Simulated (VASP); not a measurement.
# MgGa2O2 (Pbam) in VASP: single point with PBE

Aim: the single point of MgGa2O2 with PBE.

Program: VASP 6.6.1. These are calculated values, not measurements. Logs are shortened: lines on timing, memory, paths and dates and some standing lists are left out, and cuts for length are marked.

### 1 The cell of the first run

Symmetry: Pbam, No. 55, orthorhombic system. Conventional cell: a = 7.465 Å, b = 7.619 Å, c = 2.890 Å, α = 90.00°, β = 90.00°, γ = 90.00°. Mg (site symmetry 2/m) has 4 O at 2.06 Å within 2.7 Å. Within 2.9 Å of Ga (site symmetry m) lie 2 O at 2.02 Å and 3 Ga at 2.81 to 2.89 Å and 1 Mg at 2.87 Å. Within 2.7 Å of O (site symmetry m) lie 2 Ga at 2.02 Å and 2 Mg at 2.06 Å.

The cell was generated, and may not be a known phase.

### 2 Single point, PBE

INCAR reads:

```
SYSTEM = MgGa2O2
PREC = Accurate ; ENCUT = 520
EDIFF = 1E-6 ; ISMEAR = 0
SIGMA = 0.02 ; LREAL = .False.
LASPH = .True. ; NELM = 80
ALGO = Normal ; ISIF = 2
LWAVE = .False. ; LCHARG = .False.
GGA = PE ; NBANDS = 51
```

KPOINTS reads:

```
regular mesh
0
Gamma
  6 6 12
  0 0 0
```

POSCAR reads:

```
MgGa2O2
1.0
    7.4649554563      0.0000000000      0.0000000000
    0.0000000000      7.6188796509      0.0000000000
    0.0000000000      0.0000000000      2.8903869883
Mg Ga O
2 4 4
Direct
    0.5000000000      0.5000000000      0.0000000000
    0.0000000000      0.0000000000      0.0000000000
    0.3808353731      0.1424778954      0.0000000000
    0.6191646269      0.8575221046      0.0000000000
    0.8808353731      0.3575221046      0.0000000000
    0.1191646269      0.6424778954      0.0000000000
    0.5444666961      0.6867716146      0.5000000000
    0.4555333039      0.3132283854      0.5000000000
    0.0444666961      0.8132283854      0.5000000000
    0.9555333039      0.1867716146      0.5000000000
```

Potentials or basis: VASP PAW PBE potentials, release 64 (Mg, Ga_d, O).

Started as:

```bash
> cat potpaw_PBE.64/Mg/POTCAR potpaw_PBE.64/Ga_d/POTCAR potpaw_PBE.64/O/POTCAR > POTCAR
> mpirun -np 1 vasp_std > vasp.out
```

OUTCAR:

```text
SYSTEM = MgGa2O2
   PREC = Accurate
   ENCUT = 520
   EDIFF = 1E-6
   ISMEAR = 0
   LREAL = .False.
   LASPH = .True.
   NELM = 80
   ISIF = 2
   GGA = PE

 ion  position               nearest neighbor table
   1  0.500  0.500  0.000-   7 2.06   8 2.06   7 2.06   8 2.06   3 2.87   4 2.87   5 3.04   6 3.04

   2  0.000  0.000  0.000-   9 2.06  10 2.06   9 2.06  10 2.06   5 2.87   6 2.87   3 3.04   4 3.04

   3  0.381  0.142  0.000-   8 2.02   8 2.02   4 2.81   1 2.87   2 3.04
   4  0.619  0.858  0.000-   7 2.02   7 2.02   3 2.81   1 2.87   2 3.04
   5  0.881  0.358  0.000-  10 2.02  10 2.02   6 2.81   2 2.87   1 3.04
   6  0.119  0.642  0.000-   9 2.02   9 2.02   5 2.81   2 2.87   1 3.04
   7  0.544  0.687  0.500-   4 2.02   4 2.02   1 2.06   1 2.06
   8  0.456  0.313  0.500-   3 2.02   3 2.02   1 2.06   1 2.06
   9  0.044  0.813  0.500-   6 2.02   6 2.02   2 2.06   2 2.06
  10  0.956  0.187  0.500-   5 2.02   5 2.02   2 2.06   2 2.06

  LATTYP: Found a simple orthorhombic cell.
 ALAT       =     2.8903869883
 B/A-ratio  =     2.5826837328
 C/A-ratio  =     2.6359375688

  Lattice vectors:

 A1 = (   0.0000000000,   0.0000000000,   2.8903869883)
 A2 = (   7.4649554563,   0.0000000000,   0.0000000000)
 A3 = (   0.0000000000,   7.6188796509,   0.0000000000)

Analysis of symmetry for initial positions (statically):
=====================================================================
 Subroutine PRICEL returns:
 Original cell was already a primitive cell.

 Routine SETGRP: Setting up the symmetry group for a
 simple orthorhombic supercell.

 Subroutine GETGRP returns: Found  8 space group operations
 (whereof  4 operations were pure point group operations)
 out of a pool of  8 trial point group operations.

The static configuration has the point symmetry C_2h.
 The point group associated with its full space group is D_2h.

Analysis of symmetry for dynamics (positions and initial velocities):
=====================================================================
 Subroutine PRICEL returns:
 Original cell was already a primitive cell.

 Routine SETGRP: Setting up the symmetry group for a
 simple orthorhombic supercell.

 Subroutine GETGRP returns: Found  8 space group operations
 (whereof  4 operations were pure point group operations)
 out of a pool of  8 trial point group operations.

The dynamic configuration has the point symmetry C_2h.
[... 117 lines left out ...]
   LREAL  =      F    real-space projection
   EDIFFG = 0.1E-04   stopping-criterion for IOM
   NSW    =      0    number of steps for IOM
   IBRION =     -1    ionic relax: 0-MD 1-quasi-New 2-CG
   NFREE  =      0    steps in history (QN), initial steepest desc. (CG)
   ISIF   =      2    stress and relaxation
   ISYM   =      2    0-nonsym 1-usesym 2-fastsym
   POTIM  = 0.5000    time-step for ionic-motion
   TEBEG  =    0.0;   TEEND  =   0.0 temperature during run
   PSTRESS=    0.0 pullay stress
   NELECT =      80.0000    total number of electrons
   NUPDOWN=      -1.0000    fix difference up-down
   EMIN   =  10.00;   EMAX   =-10.00  energy-range for DOS
   EFERMI =   0.00;   METHOD = LEGACY
   ISMEAR =     0;   SIGMA  =   0.02  broadening in eV -4-tet -1-fermi 0-gaus
   EFERMI_NEDOS =   21; number of points for ismear=-14 and -15
   IALGO  =     38    algorithm
   IMIX   =      4    mixing-type and parameters
     AMIX     =   0.40;   BMIX     =  1.00
     AMIX_MAG =   1.60;   BMIX_MAG =  1.00
  volume/ion in A,a.u.               =      16.44       110.94
  Fermi-wavevector in a.u.,A,eV,Ry     =   1.287696  2.433393 22.560654  1.658161
  Thomas-Fermi vector in A             =   2.419695
   LORBIT       =      0    0 simple, 1 ext, 2 COOP (PROOUT), +10 PAW based schemes
   GGA     = PE    functional components
   LHFCALC =     F    Hartree Fock is set to
   AEXX    =    0.0000 exact exchange contribution
   IVDW    =     0    specifies the selected vdW correction
   LEPSILON=     F    determine dielectric tensor
   LRPA    =     F    only Hartree local field effects (RPA)
 non-spin polarized calculation
 Gauss-broadening in eV      SIGMA  =   0.02
  energy-cutoff  :      520.00
  volume of cell :      164.39
 maximum number of plane-waves:      4464
 NGX is ok and might be reduce to    56
   NGX = 27   NGY = 29   NGZ = 11

 number of electron      80.0000010 magnetization

 Free energy of the ion-electron system (eV)
  ---------------------------------------------------
  ext. energy  EPLUGINS =         0.00000000
  ---------------------------------------------------
  free energy    TOTEN  =       -47.91000596 eV

  energy without entropy =      -47.91000596  energy(sigma->0) =      -47.91000596

 E-fermi :   3.6527     XC(G=0):  -9.5683

 val. band max:        3.5168248811   @ k =   0.0000   0.0000   0.5000
 cond. band min:       3.8811937446   @ k =   0.1667   0.0000   0.0000
 fundamental gap:      0.3643688635
 Fermi energy:         3.6526721823

 k-point     1 :       0.0000    0.0000    0.0000
  band No.  band energies     occupation
      1     -15.9968      2.00000
      2     -15.9230      2.00000
      3     -15.7232      2.00000
      4     -15.6779      2.00000
      5     -11.4408      2.00000
      6     -11.4312      2.00000
[... 1285 lines left out ...]
     50       9.9824      0.00000
     51      11.5051      0.00000

 [... further k-points ...]
[... 5 lines left out ...]
  --------------------------------------------------------------------------------------
  -------------------------------------------------------------------------------------
  Total       -0.0823523      0.1272290      0.1660664      0.0000000      0.0000000      0.0000000
  in kB       -0.8026233      1.2400022      1.6185198      0.0000000      0.0000000      0.0000000
  external PRESSURE =       0.6852996 kB  Pullay stress =       0.0000000 kB

 VOLUME and BASIS-vectors are now :
 -----------------------------------------------------------------------------
  energy-cutoff  :      520.00
  volume of cell :      164.39
      direct lattice vectors                 reciprocal lattice vectors
     7.464955456  0.000000000  0.000000000     0.133959272  0.000000000  0.000000000
     0.000000000  7.618879651  0.000000000     0.000000000  0.131252894  0.000000000
     0.000000000  0.000000000  2.890386988     0.000000000  0.000000000  0.345974433

 POSITION                                       TOTAL-FORCE (eV/Angst)
 -----------------------------------------------------------------------------------
      3.73248      3.80944      0.00000        -0.000000      0.000000      0.000000
      0.00000      0.00000      0.00000        -0.000000      0.000000      0.000000
      2.84292      1.08552      0.00000        -0.032535     -0.065803      0.000000
      4.62204      6.53336      0.00000         0.032535      0.065803      0.000000
      6.57540      2.72392      0.00000        -0.032535      0.065803      0.000000
      0.88956      4.89496      0.00000         0.032535     -0.065803      0.000000
      4.06442      5.23243      1.44519        -0.027271     -0.074065      0.000000
      3.40054      2.38645      1.44519         0.027271      0.074065      0.000000
      0.33194      6.19589      1.44519        -0.027271      0.074065      0.000000
      7.13301      1.42299      1.44519         0.027271     -0.074065      0.000000
 -----------------------------------------------------------------------------------
    total drift:                                0.000000      0.000000      0.000000

  FREE ENERGIE OF THE ION-ELECTRON SYSTEM (eV)
  ---------------------------------------------------
  free  energy   TOTEN  =       -47.9100059598 eV

  energy  without entropy=      -47.9100059598  energy(sigma->0) =      -47.91000596
```

OSZICAR:

```text
N       E                     dE             d eps       ncg     rms          rms(c)
DAV:   1     0.917194033430E+03    0.91719E+03   -0.36224E+04 12545   0.239E+03
DAV:   2     0.138805033598E+03   -0.77839E+03   -0.73288E+03 12336   0.659E+02
DAV:   3    -0.388328005126E+02   -0.17764E+03   -0.16791E+03 13786   0.214E+02
DAV:   4    -0.556534018617E+02   -0.16821E+02   -0.16592E+02 14836   0.676E+01
DAV:   5    -0.561444940712E+02   -0.49109E+00   -0.48948E+00 13648   0.118E+01    0.163E+01
DAV:   6    -0.480475650566E+02    0.80969E+01   -0.36325E+01 19262   0.401E+01    0.627E+00
DAV:   7    -0.479649434973E+02    0.82622E-01   -0.31568E+00 12392   0.101E+01    0.346E+00
DAV:   8    -0.479668230631E+02   -0.18796E-02   -0.12414E+00 16341   0.583E+00    0.182E+00
DAV:   9    -0.479071567232E+02    0.59666E-01   -0.22253E-01 16527   0.354E+00    0.356E-01
DAV:  10    -0.479092649564E+02   -0.21082E-02   -0.28363E-02 12255   0.797E-01    0.933E-02
DAV:  11    -0.479101158803E+02   -0.85092E-03   -0.27384E-03 17819   0.248E-01    0.887E-02
DAV:  12    -0.479100026913E+02    0.11319E-03   -0.29082E-04 13730   0.884E-02    0.342E-02
DAV:  13    -0.479100048700E+02   -0.21787E-05   -0.10127E-04 15084   0.472E-02    0.662E-03
DAV:  14    -0.479100069101E+02   -0.20401E-05   -0.12139E-05 13640   0.260E-02    0.808E-03
DAV:  15    -0.479100059091E+02    0.10010E-05   -0.43419E-06 11357   0.157E-02    0.901E-04
DAV:  16    -0.479100059598E+02   -0.50701E-07   -0.92172E-07  6910   0.478E-03
   1 F= -.47910006E+02 E0= -.47910006E+02  d E =-.240029E-24
```

Wall time 9 min (1 thread of Intel Xeon 6975P-C (Granite Rapids), shared host); peak memory 0.79 GiB.

What came out:

| Property | Result |
| --- | --- |
| Free energy | -47.9100 eV |
| Pressure | 0.1 GPa |
| Largest force | 0.079 eV/Å |
| Band gap on the k mesh | 0.36 eV (least direct gap 0.48 eV) |

Forces in eV/Å, atoms in the order of the input:
```
Mg   0.000  0.000  0.000
Mg   0.000  0.000  0.000
Ga  -0.033 -0.066  0.000
Ga   0.033  0.066  0.000
Ga  -0.033  0.066  0.000
Ga   0.033 -0.066  0.000
O   -0.027 -0.074  0.000
O    0.027  0.074  0.000
O   -0.027  0.074  0.000
O    0.027 -0.074  0.000
```

A k mesh can miss the band edges.
